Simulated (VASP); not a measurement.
# Cl (I4/mmm) in VASP: single point with PBEsol

Aim: the single point of Cl with PBEsol.

Program: VASP 6.6.1. These are calculated values, not measurements. Logs are shortened: lines on timing, memory, paths and dates and some standing lists are left out, and cuts for length are marked.

**1. The cell of the first run**

Symmetry: I4/mmm, No. 139, tetragonal system. The conventional cell has a = 2.778 Å, b = 2.778 Å, c = 6.896 Å, α = 90.00°, β = 90.00°, γ = 90.00°. Cl (site symmetry 4/mmm) has 4 Cl at 2.78 Å within 3.7 Å.

**2. Single point, PBEsol (I replaced by Cl, lengths x 0.840, strained)**

Input file INCAR:

```
SYSTEM = Cl
PREC = Accurate ; ENCUT = 520
EDIFF = 1E-6 ; ISMEAR = 0
SIGMA = 0.1 ; LREAL = .FALSE.
LASPH = .TRUE. ; NELM = 80
ALGO = Normal ; ISIF = 2
LWAVE = .FALSE. ; LCHARG = .FALSE.
GGA = PS ; NBANDS = 10
```

Input file KPOINTS:

```
regular mesh
0
G
  20 20 20
  0 0 0
```

Input file POSCAR:

```
Cl
1.0
   -1.3892467824      1.3892467824      3.4480600813
    1.3892467824     -1.3892467824      3.4480600813
    1.3892467824      1.3892467824     -3.4480600813
Cl
1
Direct
    0.0000000000      0.0000000000      0.0000000000
```

Potentials or basis: VASP PAW PBE potentials, release 64 (Cl).

Command:

```console
cat potpaw_PBE.64/Cl/POTCAR > POTCAR
mpirun -np 1 vasp_std > vasp.out
```

OUTCAR:

```text
SYSTEM = Cl
   PREC = Accurate
   ENCUT = 520
   EDIFF = 1E-6
   ISMEAR = 0
   LREAL = .FALSE.
   LASPH = .TRUE.
   NELM = 80
   ISIF = 2
   GGA = PS

 ion  position               nearest neighbor table
   1  0.000  0.000  0.000-

  LATTYP: Found a body centered tetragonal cell.
 ALAT       =     2.7784935648
 C/A-ratio  =     2.4819636979

  Lattice vectors:

 A1 = (  -1.3892467824,   1.3892467824,   3.4480600813)
 A2 = (   1.3892467824,  -1.3892467824,   3.4480600813)
 A3 = (   1.3892467824,   1.3892467824,  -3.4480600813)

Analysis of symmetry for initial positions (statically):
=====================================================================
 Subroutine PRICEL returns:
 Original cell was already a primitive cell.

 Routine SETGRP: Setting up the symmetry group for a
 body centered tetragonal supercell.

 Subroutine GETGRP returns: Found 16 space group operations
 (whereof 16 operations were pure point group operations)
 out of a pool of 16 trial point group operations.

The static configuration has the point symmetry D_4h.

Analysis of symmetry for dynamics (positions and initial velocities):
=====================================================================
 Subroutine PRICEL returns:
 Original cell was already a primitive cell.

 Routine SETGRP: Setting up the symmetry group for a
 body centered tetragonal supercell.

 Subroutine GETGRP returns: Found 16 space group operations
 (whereof 16 operations were pure point group operations)
 out of a pool of 16 trial point group operations.

The dynamic configuration has the point symmetry D_4h.

 Subroutine INISYM returns: Found 16 space group operations
 (whereof 16 operations are pure point group operations),
 and found     1 'primitive' translations

----------------------------------------------------------------------------------------

                                     Primitive cell

  volume of cell :      26.6191

  direct lattice vectors                    reciprocal lattice vectors
    -1.389246782  1.389246782  3.448060081     0.000000000  0.359907258  0.145009074
     1.389246782 -1.389246782  3.448060081     0.359907258  0.000000000  0.145009074
     1.389246782  1.389246782 -3.448060081     0.359907258  0.359907258  0.000000000

  length of vectors
     3.968517553  3.968517553  3.968517553     0.388021734  0.388021734  0.508985725

[... 82 lines left out ...]
   IBRION =     -1    ionic relax: 0-MD 1-quasi-New 2-CG
   NFREE  =      0    steps in history (QN), initial steepest desc. (CG)
   ISIF   =      2    stress and relaxation
   ISYM   =      2    0-nonsym 1-usesym 2-fastsym
   POTIM  = 0.5000    time-step for ionic-motion
   TEBEG  =    0.0;   TEEND  =   0.0 temperature during run
   PSTRESS=    0.0 pullay stress
   NELECT =       7.0000    total number of electrons
   NUPDOWN=      -1.0000    fix difference up-down
   EMIN   =  10.00;   EMAX   =-10.00  energy-range for DOS
   EFERMI =   0.00;   METHOD = LEGACY
   ISMEAR =     0;   SIGMA  =   0.10  broadening in eV -4-tet -1-fermi 0-gaus
   EFERMI_NEDOS =   21; number of points for ismear=-14 and -15
   IALGO  =     38    algorithm
   IMIX   =      4    mixing-type and parameters
     AMIX     =   0.40;   BMIX     =  1.00
     AMIX_MAG =   1.60;   BMIX_MAG =  1.00
  volume/ion in A,a.u.               =      26.62       179.63
  Fermi-wavevector in a.u.,A,eV,Ry     =   1.048841  1.982022 14.967325  1.100067
  Thomas-Fermi vector in A             =   2.183779
   LORBIT       =      0    0 simple, 1 ext, 2 COOP (PROOUT), +10 PAW based schemes
   GGA     = PS    functional components
   LHFCALC =     F    Hartree Fock is set to
   AEXX    =    0.0000 exact exchange contribution
   IVDW    =     0    specifies the selected vdW correction
   LEPSILON=     F    determine dielectric tensor
   LRPA    =     F    only Hartree local field effects (RPA)
 non-spin polarized calculation
 Gauss-broadening in eV      SIGMA  =   0.10
  energy-cutoff  :      520.00
  volume of cell :       26.62
 maximum number of plane-waves:       761
 NGX is ok and might be reduce to    30
   NGX = 15   NGY = 15   NGZ = 15

 number of electron       7.0000000 magnetization

 Free energy of the ion-electron system (eV)
  ---------------------------------------------------
  ext. energy  EPLUGINS =         0.00000000
  ---------------------------------------------------
  free energy    TOTEN  =        -1.56968115 eV

  energy without entropy =       -1.56440020  energy(sigma->0) =       -1.56704067

 E-fermi :  -0.0097     XC(G=0):  -8.4935

 val. band max:       -0.0125533518   @ k =   0.3500   0.1000   0.0500
 cond. band min:      -0.0073619805   @ k =   0.1000   0.0500   0.0000
 fundamental gap:      0.0051913714
 Fermi energy:        -0.0096781094

 k-point     1 :       0.0000    0.0000    0.0000
  band No.  band energies     occupation
      1     -15.2966      2.00000
      2      -1.6585      2.00000
      3       0.6837      0.00000
      4       0.6837      0.00000
      5       6.9399      0.00000
      6      11.3202      0.00000
      7      11.7351      0.00000
      8      17.1579      0.00000
      9      17.1579      0.00000
     10      18.6920      0.00000
[... 287 lines left out ...]
 k-point    24 :      -0.3500    0.0500    0.0000
  band No.  band energies     occupation
      1     -14.2052      2.00000
      2      -3.7749      2.00000
      3      -1.3688      2.00000
      4       0.9962      0.00000
      5       8.7476      0.00000
      6      11.6953      0.00000
      7      13.0086      0.00000
      8      16.2412      0.00000
      9      17.8970      0.00000
     10      18.5148      0.00000

 [... further k-points ...]

------------------------ aborting loop because EDIFF is reached ----------------------------------------

  FORCE on cell =-STRESS in cart. coord.  units (eV):
  Direction    XX          YY          ZZ          XY          YZ          ZX
  --------------------------------------------------------------------------------------
  -------------------------------------------------------------------------------------
  Total       -1.5476118     -1.5476118      0.0309014      0.0000000     -0.0000000      0.0000000
  in kB      -93.1491706    -93.1491706      1.8599243      0.0000000     -0.0000000      0.0000000
  external PRESSURE =     -61.4794723 kB  Pullay stress =       0.0000000 kB

 VOLUME and BASIS-vectors are now :
 -----------------------------------------------------------------------------
  energy-cutoff  :      520.00
  volume of cell :       26.62
      direct lattice vectors                 reciprocal lattice vectors
    -1.389246782  1.389246782  3.448060081     0.000000000  0.359907258  0.145009074
     1.389246782 -1.389246782  3.448060081     0.359907258  0.000000000  0.145009074
     1.389246782  1.389246782 -3.448060081     0.359907258  0.359907258  0.000000000

 POSITION                                       TOTAL-FORCE (eV/Angst)
 -----------------------------------------------------------------------------------
      0.00000      0.00000      0.00000         0.000000      0.000000      0.000000
 -----------------------------------------------------------------------------------
    total drift:                                0.000000     -0.000000      0.000000

  FREE ENERGIE OF THE ION-ELECTRON SYSTEM (eV)
  ---------------------------------------------------
  free  energy   TOTEN  =        -1.5696811491 eV

  energy  without entropy=       -1.5644001968  energy(sigma->0) =       -1.56704067
```

OSZICAR:

```text
N       E                     dE             d eps       ncg     rms          rms(c)
DAV:   1     0.204969139876E+02    0.20497E+02   -0.28187E+03 12908   0.518E+02
DAV:   2    -0.757518283704E+00   -0.21254E+02   -0.20641E+02 16794   0.992E+01
DAV:   3    -0.162792096038E+01   -0.87040E+00   -0.85650E+00 15766   0.187E+01
DAV:   4    -0.163169847589E+01   -0.37775E-02   -0.37767E-02 17014   0.149E+00
DAV:   5    -0.163171686953E+01   -0.18394E-04   -0.18394E-04 16264   0.927E-02    0.475E+00
DAV:   6    -0.158694035560E+01    0.44777E-01   -0.31820E-02 14570   0.102E+00    0.290E+00
DAV:   7    -0.156977765024E+01    0.17163E-01   -0.51498E-02 14906   0.134E+00    0.381E-01
DAV:   8    -0.156970754888E+01    0.70101E-04   -0.22866E-03 14474   0.305E-01    0.155E-01
DAV:   9    -0.156967630157E+01    0.31247E-04   -0.95844E-05 15608   0.594E-02    0.384E-02
DAV:  10    -0.156968078121E+01   -0.44796E-05   -0.59797E-06 15212   0.179E-02    0.619E-03
DAV:  11    -0.156968114910E+01   -0.36789E-06   -0.55219E-07 13430   0.458E-03
   1 F= -.15696811E+01 E0= -.15670407E+01  d E =-.528095E-02
```

It took 79 s on 1 thread of Intel Xeon 6975P-C (Granite Rapids), shared host; peak memory 0.27 GiB.

What came out:

| Property | Result |
| --- | --- |
| Free energy | -1.5697 eV |
| Pressure | -6.1 GPa |
| Band gap on the k mesh | zero (an odd number of electrons rules out a gap without spin polarisation) |

Stress tensor (GPa, compression positive):
```
-9.31  0.00  0.00
 0.00 -9.31  0.00
 0.00  0.00  0.19
```

Caveat: the cell differs from its parent crystal (I replaced by Cl, lengths x 0.840, strained); the stress differs along the axes, from -9 to 0 GPa; the PAW data sets were made with another functional, which shifts forces and pressure a little; an odd number of electrons without spin polarisation forces a metal; a magnetic or distorted state may lie lower.
